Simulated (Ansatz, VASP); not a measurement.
## GaN: VASP beside Ansatz

```
Ga N
1.0
     3.18282    0.00000    0.00000
    -1.59141    2.75641    0.00000
     0.00000    0.00000    5.18569
Ga N
2 2
Direct
  0.33333 0.66667 0.00019
  0.66667 0.33333 0.50019
  0.33333 0.66667 0.37681
  0.66667 0.33333 0.87681
```

Change from the starting cell: polar distortion scaled by 1.00.

Alike in both runs: task single point; functional PBEsol; k mesh 15 × 15 × 8; no spin polarisation.

|  | VASP | Ansatz |
| --- | --- | --- |
| version | VASP 6.6.1 | Ansatz 0.2.0 |
| potentials or method | VASP PAW PBE potentials, release 64 (Ga_d, N), cutoff 520 eV | scalar-relativistic, plane waves, PAW |
| occupations | gaussian, width 0.01 eV | fixed |
| valence electrons in the cell | 36 | 36 |

```csv
,VASP,Ansatz,Ansatz less VASP
gap on the k mesh at the Fermi level (eV),1.89,1.88,-0.016
least direct gap on the mesh (eV),1.89,1.88,-0.016
pressure (GPa),-0.2,0.0,+0.23
```

VASP's potentials were made for PBE, not for PBEsol, and Ansatz warns of the same on its side.
